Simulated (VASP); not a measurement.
# BaS (F-43m) in VASP: a series of runs

The runs below take BaS through single point, with PBE-based screened hybrid.

Everything below comes from runs of VASP 6.6.1. Logs are shortened: lines on timing, memory, paths and dates and some standing lists are left out, and cuts for length are marked.

**1. The cell of the first run**

It takes space group F-43m (No. 216, cubic). The conventional cell has a = 7.039 Å, b = 7.039 Å, c = 7.039 Å, α = 90.00°, β = 90.00°, γ = 90.00°. Within 4.0 Å of Ba (site symmetry -43m) lie 4 S at 3.05 Å. S (site symmetry -43m) has 4 Ba at 3.05 Å within 4.0 Å.

**2. Single point, PBE-based screened hybrid**

Input file POSCAR:

```
BaS
1.0
    0.0000000000      3.5194117709      3.5194117709
    3.5194117709      0.0000000000      3.5194117709
    3.5194117709      3.5194117709      0.0000000000
Ba S
1 1
Direct
    0.0000000000      0.0000000000      0.0000000000
    0.2500000000      0.2500000000      0.2500000000
```

Input file INCAR.step1:

```
PREC     = Accurate       # precision mode
ENCUT    = 520            # plane-wave cutoff, eV
EDIFF    = 1E-5           # SCF threshold, eV
ISMEAR   = 0              # smearing method
SIGMA    = 0.01           # smearing width, eV
LREAL    = F              # projectors in reciprocal space
LASPH    = T              # aspherical terms in the spheres
NELM     = 100            # most SCF steps
ALGO     = Normal         # electronic algorithm
ISIF     = 2              # what is computed and relaxed
LWAVE    = T              # write WAVECAR
LCHARG   = F              # write CHGCAR
GGA      = PE             # functional
NBANDS   = 15             # bands
```

Input file INCAR.step2:

```
PREC     = Accurate       # precision mode
ENCUT    = 520            # plane-wave cutoff, eV
EDIFF    = 1E-6           # SCF threshold, eV
ISMEAR   = 0              # smearing method
SIGMA    = 0.01           # smearing width, eV
LREAL    = F              # projectors in reciprocal space
LASPH    = T              # aspherical terms in the spheres
NELM     = 100            # most SCF steps
ALGO     = Normal         # electronic algorithm
ISIF     = 2              # what is computed and relaxed
LWAVE    = F              # write WAVECAR
LCHARG   = F              # write CHGCAR
GGA      = PE             # functional
LHFCALC  = T              # exact exchange
AEXX     = 0.15           # exact-exchange fraction
HFSCREEN = 0.3            # screening, 1/A
PRECFOCK = Normal       
ISTART   = 1            
NBANDS   = 15             # bands
```

Input file KPOINTS:

```
regular mesh
0
Gamma
  4 4 4
```

Potentials or basis: VASP PAW PBE potentials, release 64 (Ba_sv, S).

Started as:

```sh
$ cat potpaw_PBE.64/Ba_sv/POTCAR potpaw_PBE.64/S/POTCAR > POTCAR
$ cp INCAR.step1 INCAR
$ mpirun -np 1 vasp_std > vasp.out
$ cp INCAR.step2 INCAR
$ mpirun -np 1 vasp_std > vasp.out
```

OUTCAR:

```text
PREC = Accurate
   ENCUT = 520
   EDIFF = 1E-6
   ISMEAR = 0
   LREAL = F
   LASPH = T
   NELM = 100
   ISIF = 2
   GGA = PE
   LHFCALC = T
   AEXX = 0.15
   HFSCREEN = 0.3
   PRECFOCK = Normal
   ISTART = 1

 ion  position               nearest neighbor table
   1  0.000  0.000  0.000-   2 3.05   2 3.05   2 3.05   2 3.05
   2  0.250  0.250  0.250-   1 3.05   1 3.05   1 3.05   1 3.05

  LATTYP: Found a face centered cubic cell.
 ALAT       =     7.0388235418

  Lattice vectors:

 A1 = (   0.0000000000,   3.5194117709,   3.5194117709)
 A2 = (   3.5194117709,   0.0000000000,   3.5194117709)
 A3 = (   3.5194117709,   3.5194117709,   0.0000000000)

Analysis of symmetry for initial positions (statically):
=====================================================================
 Subroutine PRICEL returns:
 Original cell was already a primitive cell.

 Routine SETGRP: Setting up the symmetry group for a
 face centered cubic supercell.

 Subroutine GETGRP returns: Found 24 space group operations
 (whereof 24 operations were pure point group operations)
 out of a pool of 48 trial point group operations.

The static configuration has the point symmetry T_d .

Analysis of symmetry for dynamics (positions and initial velocities):
=====================================================================
 Subroutine PRICEL returns:
 Original cell was already a primitive cell.

 Routine SETGRP: Setting up the symmetry group for a
 face centered cubic supercell.

 Subroutine GETGRP returns: Found 24 space group operations
 (whereof 24 operations were pure point group operations)
 out of a pool of 48 trial point group operations.

The dynamic configuration has the point symmetry T_d .

 Subroutine INISYM returns: Found 24 space group operations
 (whereof 24 operations are pure point group operations),
 and found     1 'primitive' translations

----------------------------------------------------------------------------------------

                                     Primitive cell

  volume of cell :      87.1847

  direct lattice vectors                    reciprocal lattice vectors
     0.000000000  3.519411771  3.519411771    -0.142069196  0.142069196  0.142069196
[... 83 lines left out ...]
   EFERMI =   0.00;   METHOD = LEGACY
   ISMEAR =     0;   SIGMA  =   0.01  broadening in eV -4-tet -1-fermi 0-gaus
   EFERMI_NEDOS =   21; number of points for ismear=-14 and -15
   IALGO  =     38    algorithm
   IMIX   =      1    mixing-type and parameters
     AMIX     =   0.40;   BMIX     =  1.00
     AMIX_MAG =   1.60;   BMIX_MAG =  1.00
  volume/ion in A,a.u.               =      43.59       294.18
  Fermi-wavevector in a.u.,A,eV,Ry     =   0.930325  1.758060 11.775908  0.865505
  Thomas-Fermi vector in A             =   2.056702
   LORBIT       =      0    0 simple, 1 ext, 2 COOP (PROOUT), +10 PAW based schemes
   GGA     = PE    functional components
   LHFCALC =     T    Hartree Fock is set to
   PRECFOCK=normal    Normal, Fast or Accurate (Low or Medium for compatibility)
   ENCUT4O =  -1.0   cutoff for four orbital integrals eV
   NKREDX  =     1    reduce k-point grid by
   NKREDY  =     1    reduce k-point grid by
   NKREDZ  =     1    reduce k-point grid by
   AEXX    =    0.1500 exact exchange contribution
   HFSCREEN=    0.3000 screening length (either q_TF or 0.3 A-1)
   HFSCREENC=   0.3000 screening length for correlation (either q_TF or 0.3 A-1)
   ENCUTFOCK=  -1.0 apply spherical cutoff to Coloumb kernel
   IVDW    =     0    specifies the selected vdW correction
   LEPSILON=     F    determine dielectric tensor
   LRPA    =     F    only Hartree local field effects (RPA)
 non-spin polarized calculation
 Gauss-broadening in eV      SIGMA  =   0.01
  energy-cutoff  :      520.00
  volume of cell :       87.18
 maximum number of plane-waves:      2397
 NGX is ok and might be reduce to    40
  NGX = 28; NGY = 28; NGZ = 28

 number of electron      15.9999999 magnetization

 Free energy of the ion-electron system (eV)
  ---------------------------------------------------
  ext. energy  EPLUGINS =         0.00000000
  ---------------------------------------------------
  free energy    TOTEN  =       -10.38380574 eV

  energy without entropy =      -10.38380574  energy(sigma->0) =      -10.38380574

 E-fermi :  -0.4169     XC(G=0):  -6.5748

 val. band max:       -0.4926566206   @ k =  -0.2500   0.5000   0.2500
 cond. band min:       2.6753106379   @ k =   0.0000   0.0000   0.0000
 fundamental gap:      3.1679672585
 Fermi energy:        -0.4169362092

 k-point     1 :       0.0000    0.0000    0.0000
  band No.  band energies     occupation
      1     -27.5785      2.00000
      2     -12.1425      2.00000
      3     -12.1425      2.00000
      4     -12.1425      2.00000
      5     -10.9885      2.00000
      6      -1.1853      2.00000
      7      -1.1853      2.00000
      8      -1.1853      2.00000
      9       2.6753      0.00000
     10       5.0840      0.00000
     11       5.0840      0.00000
     12       7.0197      0.00000
     13       7.0197      0.00000
     14       7.0197      0.00000
[... 113 lines left out ...]
      2     -12.9380      2.00000
      3     -12.2955      2.00000
      4     -12.2512      2.00000
      5     -10.0211      2.00000
      6      -1.1104      2.00000
      7      -1.0159      2.00000
      8      -0.4927      2.00000
      9       3.3406      0.00000
     10       4.2706      0.00000
     11       5.9711      0.00000
     12       6.4179      0.00000
     13       7.5152      0.00000
     14       8.5492      0.00000
     15       8.7152      0.00000

------------------------ aborting loop because EDIFF is reached ----------------------------------------

  FORCE on cell =-STRESS in cart. coord.  units (eV):
  Direction    XX          YY          ZZ          XY          YZ          ZX
  --------------------------------------------------------------------------------------
  -------------------------------------------------------------------------------------
  Total        0.1341559      0.1341559      0.1341559     -0.0000000      0.0000000     -0.0000000
  in kB        2.4653582      2.4653582      2.4653582     -0.0000000      0.0000000     -0.0000000
  external PRESSURE =       2.4653582 kB  Pullay stress =       0.0000000 kB

 VOLUME and BASIS-vectors are now :
 -----------------------------------------------------------------------------
  energy-cutoff  :      520.00
  volume of cell :       87.18
      direct lattice vectors                 reciprocal lattice vectors
     0.000000000  3.519411771  3.519411771    -0.142069196  0.142069196  0.142069196
     3.519411771  0.000000000  3.519411771     0.142069196 -0.142069196  0.142069196
     3.519411771  3.519411771  0.000000000     0.142069196  0.142069196 -0.142069196

 POSITION                                       TOTAL-FORCE (eV/Angst)
 -----------------------------------------------------------------------------------
      0.00000      0.00000      0.00000        -0.000000     -0.000000     -0.000000
      1.75971      1.75971      1.75971         0.000000      0.000000      0.000000
 -----------------------------------------------------------------------------------
    total drift:                                0.000004      0.000001     -0.000005

  FREE ENERGIE OF THE ION-ELECTRON SYSTEM (eV)
  ---------------------------------------------------
  free  energy   TOTEN  =       -10.3838057375 eV

  energy  without entropy=      -10.3838057375  energy(sigma->0) =      -10.38380574
```

OUTCAR.step1:

```text
PREC = Accurate
   ENCUT = 520
   EDIFF = 1E-5
   ISMEAR = 0
   LREAL = F
   LASPH = T
[... 346 lines left out ...]
 -----------------------------------------------------------------------------------
      0.00000      0.00000      0.00000         0.000000      0.000000      0.000000
      1.75971      1.75971      1.75971        -0.000000     -0.000000     -0.000000
 -----------------------------------------------------------------------------------
    total drift:                                0.000000      0.000000      0.000000

  FREE ENERGIE OF THE ION-ELECTRON SYSTEM (eV)
  ---------------------------------------------------
  free  energy   TOTEN  =        -9.7340244137 eV

  energy  without entropy=       -9.7340244137  energy(sigma->0) =       -9.73402441
```

Wall time 3.6 min (1 thread of Intel Xeon 6975P-C (Granite Rapids), shared host); peak memory 0.35 GiB.

What came out:

```yaml
Free_energy: -10.3838 eV
Pressure: 0.2 GPa
Band_gap_on_the_k_mesh: 3.17 eV, indirect (least direct gap 3.83 eV)
```

Levels at points of the mesh, in eV from the valence-band top:
```tsv
k point	band 6	band 7	band 8	band 9	band 10	band 11
(0.00, 0.00, 0.00)	-0.69	-0.69	-0.69	3.17	5.58	5.58
(0.50, 0.00, 0.00)	-0.61	-0.43	-0.43	4.90	5.76	5.76
(0.50, 0.50, 0.00)	-1.10	-0.01	-0.01	3.87	5.03	6.84
```

Caveat: the PAW data sets were made with another functional, which shifts forces and pressure a little; spin-orbit coupling is left out, which moves the levels of the heavy elements.

**3. Single point, PBE-based screened hybrid**

POSCAR is that of step 2.

Input file INCAR.step1:

```
SYSTEM = BaS
  ALGO = Normal
  EDIFF = 1E-5
  ENCUT = 520
  GGA = PE
  ISIF = 2
  ISMEAR = 0
  LASPH = .True.
  LREAL = .False.
  LWAVE = .True.
  NBANDS = 15
  NELM = 60
  PREC = Accurate
  SIGMA = 0.01
```

Input file INCAR.step2:

```
SYSTEM = BaS
  AEXX = 0.75
  ALGO = Normal
  EDIFF = 1E-7
  ENCUT = 520
  GGA = PE
  HFSCREEN = 0.3
  ISIF = 2
  ISMEAR = 0
  ISTART = 1
  LASPH = .True.
  LCHARG = .True.
  LELF = .True.
  LHFCALC = .True.
  LREAL = .False.
  LVHAR = .True.
  LWAVE = .False.
  NBANDS = 15
  NELM = 60
  PREC = Accurate
  PRECFOCK = Normal
  SIGMA = 0.01
```

Input file KPOINTS:

```
k-points
0
Gamma
  4 4 4
  0 0 0
```

Potentials or basis: VASP PAW PBE potentials, release 64 (Ba_sv, S).

Started as:

```sh
$ cat potpaw_PBE.64/Ba_sv/POTCAR potpaw_PBE.64/S/POTCAR > POTCAR
$ cp INCAR.step1 INCAR
$ mpirun -np 1 vasp_std > vasp.out
$ cp INCAR.step2 INCAR
$ mpirun -np 1 vasp_std > vasp.out
```

It took 7.4 min on 1 thread of Intel Xeon 6975P-C (Granite Rapids), shared host; peak memory 0.34 GiB.

It converged, with:

| Item | Value |
| --- | --- |
| Free energy | -13.1617 eV |
| Pressure | -0.2 GPa |
| Band gap on the k mesh | 4.92 eV, indirect (least direct gap 5.65 eV) |

Levels at points of the mesh, in eV from the valence-band top:
| k point | band 5 | band 6 | band 7 | band 8 | band 9 | band 10 | band 11 | band 12 |
| --- | --- | --- | --- | --- | --- | --- | --- | --- |
| (0.00, 0.00, 0.00) | -12.79 | -0.74 | -0.74 | -0.74 | 4.92 | 7.80 | 7.80 | 9.73 |
| (0.50, 0.00, 0.00) | -11.50 | -0.64 | -0.44 | -0.44 | 6.84 | 7.72 | 7.90 | 7.90 |
| (0.50, 0.50, 0.00) | -11.21 | -1.17 | -0.01 | -0.01 | 5.67 | 6.98 | 9.17 | 9.17 |

Caveat: the PAW data sets were made with another functional, which shifts forces and pressure a little; spin-orbit coupling is left out, which moves the levels of the heavy elements. A k mesh can miss the band edges.

**4. Single point, PBE-based screened hybrid**

POSCAR is that of step 3.

Input file INCAR.step1:

```
PREC = Accurate ; ENCUT = 520
EDIFF = 1E-5 ; ISMEAR = 0
SIGMA = 0.01 ; LREAL = F
LASPH = T ; NELM = 60
ALGO = Normal ; ISIF = 2
LWAVE = T ; LCHARG = F
NBANDS = 15 ; GGA = PE
```

Input file INCAR.step2:

```
PREC = Accurate ; ENCUT = 520
EDIFF = 1E-6 ; ISMEAR = 0
SIGMA = 0.01 ; LREAL = F
LASPH = T ; NELM = 60
ALGO = Normal ; ISIF = 2
LWAVE = F ; LCHARG = F
GGA = PE ; LHFCALC = T
AEXX = 0.3 ; HFSCREEN = 0.5
PRECFOCK = Normal ; NBANDS = 15
ISTART = 1
```

Input file KPOINTS:

```
regular mesh
0
Gamma
  4 4 4
```

Started as:

```sh
$ cat potpaw_PBE.64/Ba_sv/POTCAR potpaw_PBE.64/S/POTCAR > POTCAR
$ cp INCAR.step1 INCAR
$ mpirun -np 1 vasp_std > vasp.out
$ cp INCAR.step2 INCAR
$ mpirun -np 1 vasp_std > vasp.out
```

Wall time 3.7 min (1 thread of Intel Xeon 6975P-C (Granite Rapids), shared host); peak memory 0.35 GiB.

It converged, with:

* Free energy: -10.6053 eV
* Pressure: 0.2 GPa
* Band gap on the k mesh: 3.25 eV, indirect (least direct gap 3.91 eV)

Levels at points of the mesh, in eV from the valence-band top:
```csv
k point,band 6,band 7,band 8,band 9,band 10,band 11
"(0.00, 0.00, 0.00)",-0.69,-0.69,-0.69,3.25,5.68,5.68
"(0.50, 0.00, 0.00)",-0.60,-0.43,-0.43,4.99,5.86,5.86
"(0.50, 0.50, 0.00)",-1.09,-0.01,-0.01,3.95,5.11,6.96
```

Caveat: the PAW data sets were made with another functional, which shifts forces and pressure a little; spin-orbit coupling is left out, which moves the levels of the heavy elements. A k mesh can miss the band edges.

**5. Overview**

| share of exact exchange | screening parameter | gap on the mesh (eV) | pressure (GPa) |
| --- | --- | --- | --- |
| 0.15 | 0.3 1/Å | 3.17 | 0.2 |
| 0.75 | 0.3 1/Å | 4.92 | -0.2 |
| 0.3 | 0.5 1/Å | 3.25 | 0.2 |

Alike in all rows: task single point; level PBE-based screened hybrid; potentials or basis VASP PAW PBE potentials, release 64 (Ba_sv, S); no spin polarisation; cell as given; k mesh 4 × 4 × 4; cutoff (eV) 520; smearing gaussian 0.01 eV.

On the cell as given the gap runs from 3.17 eV (PBE-based screened hybrid) to 4.92 eV (PBE-based screened hybrid).

Caveats: the PAW data sets were made with another functional, which shifts forces and pressure a little; spin-orbit coupling is left out, which moves the levels of the heavy elements.

Total energies depend on the potentials used, so only differences within one code and one set of settings carry meaning.
